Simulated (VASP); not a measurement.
# Sb (P4/mmm) in VASP: further runs

Runs on Sb. Level: PBE. Tasks: single point, relaxation of cell and atoms.

Program: VASP 6.6.1. These are calculated values, not measurements. Logs are shortened: lines on timing, memory, paths and dates and some standing lists are left out, and cuts for length are marked.

## (1) The cell of the first run

It takes space group P4/mmm (No. 123, tetragonal). Conventional cell: a = 3.156 Å, b = 3.156 Å, c = 6.336 Å, α = 90.00°, β = 90.00°, γ = 90.00°. Sb (site symmetry 4mm) has 5 Sb at 2.55 to 3.16 Å within 3.4 Å.

## (2) Single point, PBE

The input, INCAR:

```
PREC     = Accurate       # precision mode
ENCUT    = 520            # plane-wave cutoff, eV
EDIFF    = 1E-6           # SCF threshold, eV
ISMEAR   = 0              # smearing method
SIGMA    = 0.1            # smearing width, eV
LREAL    = F              # projectors in reciprocal space
LASPH    = T              # aspherical terms in the spheres
NELM     = 100            # most SCF steps
ALGO     = Normal         # electronic algorithm
ISIF     = 2              # what is computed and relaxed
LWAVE    = F              # write WAVECAR
LCHARG   = F              # write CHGCAR
GGA      = PE             # functional
NBANDS   = 12             # bands
```

The input, KPOINTS:

```
Automatic mesh
0
Gamma
  6 6 4
```

The input, POSCAR:

```
Sb
1.0
    3.1558872000      0.0000000000      0.0000000000
    0.0000000000      3.1558872000      0.0000000000
    0.0000000000      0.0000000000      6.3364517300
Sb
2
Direct
    0.0000000000      0.0000000000      0.7990506300
    0.0000000000      0.0000000000      0.2009493700
```

Potentials or basis: VASP PAW PBE potentials, release 64 (Sb).

The run is started by

```console
$ cat potpaw_PBE.64/Sb/POTCAR > POTCAR
$ mpirun -np 1 vasp_std > vasp.out
```

OUTCAR:

```text
PREC = Accurate
   ENCUT = 520
   EDIFF = 1E-6
   ISMEAR = 0
   LREAL = F
   LASPH = T
   NELM = 100
   ISIF = 2
   GGA = PE

 ion  position               nearest neighbor table
   1  0.000  0.000  0.799-   2 2.55
   2  0.000  0.000  0.201-   1 2.55

  LATTYP: Found a simple tetragonal cell.
 ALAT       =     3.1558872000
 C/A-ratio  =     2.0078194588

  Lattice vectors:

 A1 = (   3.1558872000,   0.0000000000,   0.0000000000)
 A2 = (   0.0000000000,   3.1558872000,   0.0000000000)
 A3 = (   0.0000000000,   0.0000000000,   6.3364517300)

Analysis of symmetry for initial positions (statically):
=====================================================================
 Subroutine PRICEL returns:
 Original cell was already a primitive cell.

 Routine SETGRP: Setting up the symmetry group for a
 simple tetragonal supercell.

 Subroutine GETGRP returns: Found 16 space group operations
 (whereof 16 operations were pure point group operations)
 out of a pool of 16 trial point group operations.

The static configuration has the point symmetry D_4h.

Analysis of symmetry for dynamics (positions and initial velocities):
=====================================================================
 Subroutine PRICEL returns:
 Original cell was already a primitive cell.

 Routine SETGRP: Setting up the symmetry group for a
 simple tetragonal supercell.

 Subroutine GETGRP returns: Found 16 space group operations
 (whereof 16 operations were pure point group operations)
 out of a pool of 16 trial point group operations.

The dynamic configuration has the point symmetry D_4h.

 Subroutine INISYM returns: Found 16 space group operations
 (whereof 16 operations are pure point group operations),
 and found     1 'primitive' translations

----------------------------------------------------------------------------------------

                                     Primitive cell

  volume of cell :      63.1087

  direct lattice vectors                    reciprocal lattice vectors
     3.155887200  0.000000000  0.000000000     0.316868106  0.000000000  0.000000000
     0.000000000  3.155887200  0.000000000     0.000000000  0.316868106  0.000000000
     0.000000000  0.000000000  6.336451730     0.000000000  0.000000000  0.157817031

  length of vectors
     3.155887200  3.155887200  6.336451730     0.316868106  0.316868106  0.157817031

  position of ions in fractional coordinates (direct lattice)
     0.000000000  0.000000000  0.799050630
     0.000000000  0.000000000  0.200949370

  ion indices of the primitive-cell ions
   primitive index   ion index
                 1           1
                 2           2

----------------------------------------------------------------------------------------

 KPOINTS: Automatic mesh

Automatic generation of k-mesh.
 Grid dimensions read from file:
 generate k-points for:    6    6    4

 Generating k-lattice:

  Cartesian coordinates                     Fractional coordinates (reciprocal lattice)
     0.052811351  0.000000000  0.000000000     0.166666667  0.000000000  0.000000000
     0.000000000  0.052811351  0.000000000     0.000000000  0.166666667  0.000000000
     0.000000000  0.000000000  0.039454258     0.000000000  0.000000000  0.250000000

  Length of vectors
     0.052811351  0.052811351  0.039454258

  Shift w.r.t. Gamma in fractional coordinates (k-lattice)
     0.000000000  0.000000000  0.000000000

 Subroutine IBZKPT returns following result:
 ===========================================

 Found     30 irreducible k-points:

 Following reciprocal coordinates:
            Coordinates               Weight
  0.000000  0.000000  0.000000      1.000000
  0.166667  0.000000  0.000000      4.000000
  0.333333  0.000000  0.000000      4.000000
  0.500000  0.000000  0.000000      2.000000
  0.166667  0.166667  0.000000      4.000000
  0.333333  0.166667  0.000000      8.000000
[... 16 lines left out ...]
  0.333333  0.000000  0.500000      4.000000
  0.500000  0.000000  0.500000      2.000000
 [... further k-points ...]
   k-points           NKPTS =     30   k-points in BZ     NKDIM =     30   number of bands    NBANDS=     12
   number of dos      NEDOS =    301   number of ions     NIONS =      2
   total plane-waves  NPLWV =  27648
   dimension x,y,z NGX =    24 NGY =   24 NGZ =   48
   dimension x,y,z NGXF=    48 NGYF=   48 NGZF=   96
   ions per type =               2
   NGX,Y,Z   is equivalent  to a cutoff of  12.64, 12.64, 12.59 a.u.
   NGXF,Y,Z  is equivalent  to a cutoff of  25.29, 25.29, 25.19 a.u.
 SYSTEM =  unknown system
   PREC   = accura    normal or accurate (medium, high low for compatibility)
   ISTART =      0    job   : 0-new  1-cont  2-samecut
   ICHARG =      2    charge: 1-file 2-atom 10-const
   ISPIN  =      1    spin polarized calculation?
   LNONCOLLINEAR =      F non collinear calculations
   LSORBIT =      F    spin-orbit coupling
   LASPH  =      T    aspherical Exc in radial PAW
   ENCUT  =  520.0 eV  38.22 Ry    6.18 a.u.   5.87  5.87 11.78*2*pi/ulx,y,z
   NELM   =    100;   NELMIN=  2; NELMDL= -5     # of ELM steps
   EDIFF  = 0.1E-05   stopping-criterion for ELM
   LREAL  =      F    real-space projection
   EDIFFG = 0.1E-04   stopping-criterion for IOM
   NSW    =      0    number of steps for IOM
   IBRION =     -1    ionic relax: 0-MD 1-quasi-New 2-CG
   NFREE  =      0    steps in history (QN), initial steepest desc. (CG)
   ISIF   =      2    stress and relaxation
   ISYM   =      2    0-nonsym 1-usesym 2-fastsym
   POTIM  = 0.5000    time-step for ionic-motion
   TEBEG  =    0.0;   TEEND  =   0.0 temperature during run
   PSTRESS=    0.0 pullay stress
   NELECT =      10.0000    total number of electrons
   NUPDOWN=      -1.0000    fix difference up-down
   EMIN   =  10.00;   EMAX   =-10.00  energy-range for DOS
   EFERMI =   0.00;   METHOD = LEGACY
   ISMEAR =     0;   SIGMA  =   0.10  broadening in eV -4-tet -1-fermi 0-gaus
   EFERMI_NEDOS =   21; number of points for ismear=-14 and -15
   IALGO  =     38    algorithm
   IMIX   =      4    mixing-type and parameters
     AMIX     =   0.40;   BMIX     =  1.00
     AMIX_MAG =   1.60;   BMIX_MAG =  1.00
  volume/ion in A,a.u.               =      31.55       212.94
  Fermi-wavevector in a.u.,A,eV,Ry     =   0.885887  1.674084 10.677802  0.784796
  Thomas-Fermi vector in A             =   2.006980
   LORBIT       =      0    0 simple, 1 ext, 2 COOP (PROOUT), +10 PAW based schemes
   GGA     = PE    functional components
   LHFCALC =     F    Hartree Fock is set to
   AEXX    =    0.0000 exact exchange contribution
   IVDW    =     0    specifies the selected vdW correction
   LEPSILON=     F    determine dielectric tensor
   LRPA    =     F    only Hartree local field effects (RPA)
 non-spin polarized calculation
 Gauss-broadening in eV      SIGMA  =   0.10
  energy-cutoff  :      520.00
  volume of cell :       63.11
 maximum number of plane-waves:      1724
 NGX is ok and might be reduce to    24
   NGX = 11   NGY = 11   NGZ = 23

 number of electron      10.0000001 magnetization

 Free energy of the ion-electron system (eV)
  ---------------------------------------------------
  ext. energy  EPLUGINS =         0.00000000
  ---------------------------------------------------
  free energy    TOTEN  =        -7.51354105 eV

  energy without entropy =       -7.50881614  energy(sigma->0) =       -7.51117859

 E-fermi :   6.3944     XC(G=0):  -9.2079

 val. band max:        6.3524894849   @ k =   0.1667   0.1667   0.5000
 cond. band min:       6.4087861246   @ k =   0.1667   0.1667   0.0000
 fundamental gap:      0.0562966397
 Fermi energy:         6.3944060279

 k-point     1 :       0.0000    0.0000    0.0000
  band No.  band energies     occupation
      1      -6.4240      2.00000
      2      -2.9690      2.00000
      3       1.4761      2.00000
      4       8.9431      0.00000
      5       8.9431      0.00000
      6      10.4746      0.00000
      7      11.7321      0.00000
      8      11.7321      0.00000
      9      12.6933      0.00000
     10      12.8372      0.00000
     11      14.0455      0.00000
     12      15.4788      0.00000

 k-point     2 :       0.1667    0.0000    0.0000
  band No.  band energies     occupation
      1      -6.0584      2.00000
      2      -2.5852      2.00000
      3       1.8206      2.00000
      4       5.9320      2.00000
      5       8.7880      0.00000
      6       9.2911      0.00000
      7      10.8765      0.00000
      8      12.1018      0.00000
      9      12.8690      0.00000
     10      13.6892      0.00000
     11      14.3701      0.00000
     12      16.6260      0.00000

 k-point     3 :       0.3333    0.0000    0.0000
  band No.  band energies     occupation
      1      -5.0843      2.00000
      2      -1.5198      2.00000
      3       2.2364      2.00000
      4       2.9228      2.00000
      5       5.2106      2.00000
      6      10.1415      0.00000
      7      10.5301      0.00000
      8      11.8109      0.00000
      9      13.0088      0.00000
     10      14.0557      0.00000
     11      15.2229      0.00000
     12      17.6818      0.00000
[... 286 lines left out ...]
 k-point    23 :       0.3333    0.0000    0.5000
  band No.  band energies     occupation
      1      -4.9533      2.00000
      2      -2.1338      2.00000
      3       2.5460      2.00000
      4       4.6557      2.00000
      5       4.7546      2.00000
      6       7.9837      0.00000
      7      10.3111      0.00000
      8      12.5921      0.00000
      9      12.8969      0.00000
     10      13.8880      0.00000
     11      14.5682      0.00000
     12      16.8742      0.00000

 k-point    24 :       0.5000    0.0000    0.5000
  band No.  band energies     occupation
      1      -4.2069      2.00000
      2      -1.2297      2.00000
      3       0.9473      2.00000
      4       2.8631      2.00000
      5       5.3047      2.00000
      6       8.9360      0.00000
      7      10.8659      0.00000
      8      11.6380      0.00000
      9      12.2173      0.00000
     10      13.2138      0.00000
     11      15.5729      0.00000
     12      17.2562      0.00000

 [... further k-points ...]

------------------------ aborting loop because EDIFF is reached ----------------------------------------

  FORCE on cell =-STRESS in cart. coord.  units (eV):
  Direction    XX          YY          ZZ          XY          YZ          ZX
  --------------------------------------------------------------------------------------
  -------------------------------------------------------------------------------------
  Total       -0.2927190     -0.2927190      8.7760379      0.0000000      0.0000000      0.0000000
  in kB       -7.4314306     -7.4314306    222.8024682      0.0000000      0.0000000      0.0000000
  external PRESSURE =      69.3132023 kB  Pullay stress =       0.0000000 kB

 VOLUME and BASIS-vectors are now :
 -----------------------------------------------------------------------------
  energy-cutoff  :      520.00
  volume of cell :       63.11
      direct lattice vectors                 reciprocal lattice vectors
     3.155887200  0.000000000  0.000000000     0.316868106  0.000000000  0.000000000
     0.000000000  3.155887200  0.000000000     0.000000000  0.316868106  0.000000000
     0.000000000  0.000000000  6.336451730     0.000000000  0.000000000  0.157817031

 POSITION                                       TOTAL-FORCE (eV/Angst)
 -----------------------------------------------------------------------------------
      0.00000      0.00000      5.06315         0.000000      0.000000     -3.489744
      0.00000      0.00000      1.27331         0.000000      0.000000      3.489744
 -----------------------------------------------------------------------------------
    total drift:                               -0.000000     -0.000000      0.000000

  FREE ENERGIE OF THE ION-ELECTRON SYSTEM (eV)
  ---------------------------------------------------
  free  energy   TOTEN  =        -7.5135410464 eV

  energy  without entropy=       -7.5088161359  energy(sigma->0) =       -7.51117859
```

It took 7.2 s on 1 thread of AMD EPYC 9R45 (Zen 5), shared host; peak memory 0.14 GiB.

Results:

* Free energy: -7.5135 eV
* Pressure: 6.9 GPa
* Largest force: 3.490 eV/Å
* Band gap on the k mesh: zero (band 5 reaches 9.12 eV, above the bottom of band 6 at 4.76 eV)

Forces on the atoms (eV/Å):
```
Sb   0.000  0.000 -3.490
Sb   0.000  0.000  3.490
```

Stress tensor (GPa, compression positive):
```
-0.74  0.00  0.00
 0.00 -0.74  0.00
 0.00  0.00 22.28
```

Caveat: spin-orbit coupling is left out, which moves the levels of the heavy elements; forces of over 1 eV/Å act on the atoms, so gaps and moduli don't describe the material at rest.

## (3) Relaxation of cell and atoms, PBE

The input, INCAR:

```
SYSTEM = Sb
ALGO = Normal ; EDIFF = 1E-7
EDIFFG = -0.04 ; ENCUT = 500
GGA = PE ; GGA_COMPAT = .FALSE.
IBRION = 2 ; ISIF = 3
ISMEAR = 0 ; LASPH = .TRUE.
LCHARG = .FALSE. ; LREAL = .FALSE.
LWAVE = .FALSE. ; NELM = 120
NELMIN = 4 ; NSW = 90
PREC = Accurate ; SIGMA = 0.1
```

The input, KPOINTS:

```
k-points
0
G
  6 6 4
  0 0 0
```

POSCAR is that of step 2.

Potentials or basis: VASP PAW PBE potentials, release 64 (Sb).

The run is started by

```console
$ cat potpaw_PBE.64/Sb/POTCAR > POTCAR
$ mpirun -np 1 vasp_std > vasp.out
```

Wall time 4.2 min (1 thread of AMD EPYC 7R13, shared host); peak memory 0.15 GiB.

The run converged. Its results:

- Free energy: -8.2578 eV
- Relaxed volume: 30.46 Å³/atom
- Relaxed cell: a = 3.087 Å, b = 3.087 Å, c = 6.395 Å, α = 90.00°, β = 90.00°, γ = 90.00°
- Space group after relaxing (to 0.05 Å): P4/mmm (No. 123)
- Energy gained by relaxing: 372.1 meV/atom
- Ionic steps: 22
- Pressure after relaxing: 0.0 GPa
- Largest force after relaxing: 0.021 eV/Å
- Band gap on the k mesh: zero (band 5 reaches 11.12 eV, above the bottom of band 6 at 4.18 eV)

Forces on the atoms (eV/Å):
```
Sb   0.000  0.000 -0.021
Sb   0.000  0.000  0.021
```

Stress tensor (GPa, compression positive):
```
-0.10  0.00  0.00
 0.00 -0.10  0.00
 0.00  0.00  0.15
```

The path:
```
step  energy change (eV)  largest force (eV/Å)  pressure (GPa)  volume (Å³)
   1              0.0000                3.4898            6.93        63.11
   2             -0.2712                0.5459           -4.30        75.39
   3             -0.5966                0.1323           -1.58        68.94
   4             -0.5982                0.2021           -1.38        68.70
   5             -0.5985                0.2557           -1.25        68.53
   6             -0.6143                0.3445           -0.09        66.30
   7             -0.6161                0.4246            0.89        64.55
   8             -0.6255                0.3933            1.03        63.91
   9             -0.6458                0.3040            1.60        62.03
  10             -0.6748                0.3218            3.31        58.35
  11             -0.6902                0.2470            3.08        58.39
  12             -0.7214                0.1548            2.46        58.49
  13             -0.6835                0.4608            1.99        58.64
  14             -0.7285                0.0268            2.17        58.54
  15             -0.7286                0.0013            2.14        58.54
  16             -0.7360                0.0251            1.53        59.18
  17             -0.7433                0.0744           -0.13        61.13
  18             -0.7436                0.0693            0.12        60.81
  19             -0.7438                0.0615            0.09        60.84
  20             -0.7441                0.0377            0.00        60.90
  21             -0.7441                0.0337           -0.02        60.92
  22             -0.7442                0.0214           -0.02        60.92
```

Final structure:
```
CELL_PARAMETERS angstrom
3.08652 0.00000 0.00000
0.00000 3.08652 0.00000
0.00000 0.00000 6.39516
ATOMIC_POSITIONS crystal
Sb 0.00000 0.00000 0.75052
Sb 0.00000 0.00000 0.24948
```

Levels at points of the mesh, in eV from the Fermi level:
| k point | band 1 | band 2 | band 3 | band 4 | band 5 | band 6 | band 7 | band 8 | band 9 |
| --- | --- | --- | --- | --- | --- | --- | --- | --- | --- |
| (0.00, 0.00, 0.00) | -12.41 | -10.36 | -5.53 | 2.41 | 3.36 | 3.36 | 5.06 | 5.06 | 6.37 |
| (0.50, 0.00, 0.00) | -9.91 | -7.74 | -5.66 | -3.90 | -3.39 | 2.07 | 4.46 | 5.43 | 7.16 |
| (0.50, 0.50, 0.00) | -7.24 | -4.81 | -3.57 | -3.57 | -1.94 | -1.94 | -1.38 | 2.12 | 4.48 |
| (0.00, 0.00, 0.50) | -11.65 | -11.62 | -2.37 | -2.33 | 4.07 | 4.07 | 4.09 | 4.09 | 7.57 |
| (0.50, 0.00, 0.50) | -9.13 | -9.10 | -4.95 | -4.93 | -0.12 | -0.08 | 4.78 | 4.79 | 6.16 |
| (0.50, 0.50, 0.50) | -6.42 | -6.39 | -2.89 | -2.89 | -2.87 | -2.87 | 2.13 | 2.18 | 2.91 |

Caveat: spin-orbit coupling is left out, which moves the levels of the heavy elements.
